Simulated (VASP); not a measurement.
Ta, 1 atom in the cell. Symmetry: I4/mmm, No. 139, tetragonal system. Conventional cell: a = 3.003 Å, b = 3.003 Å, c = 3.758 Å, α = 90.00°, β = 90.00°, γ = 90.00°. Ta (site symmetry 4/mmm) has 14 Ta at 2.84 to 3.76 Å within 3.8 Å. 

| Quantity | Value |
| --- | --- |
| Program | VASP 6.6.1 |
| Task | single point |
| Functional | PBEsol |
| Potentials or basis | VASP PAW PBE potentials, release 64 (Ta_pv) |
| Cutoff | 520 eV |
| k mesh | 22 × 22 × 22 |
| Occupations | gaussian, width 0.15 eV |
| Spin | no spin polarisation |
| Dipole correction | no |
| Further INCAR settings | ALGO = Fast; EDIFF = 1e-06; NBANDS = 12 |

Potentials or basis: VASP PAW PBE potentials, release 64 (Ta_pv).

Launch:

```sh
$ cat potpaw_PBE.64/Ta_pv/POTCAR > POTCAR
$ mpirun -np 1 vasp_std > vasp.out
```

Hardware: 1 thread of Intel Xeon 8259CL, on a shared host.

Q: Estimate the wall time of this run.

A: It took 2.3 min on 1 thread of Intel Xeon 8259CL, on a shared host, peak memory 0.28 GiB. Counts: scf iterations 12, k points 834.
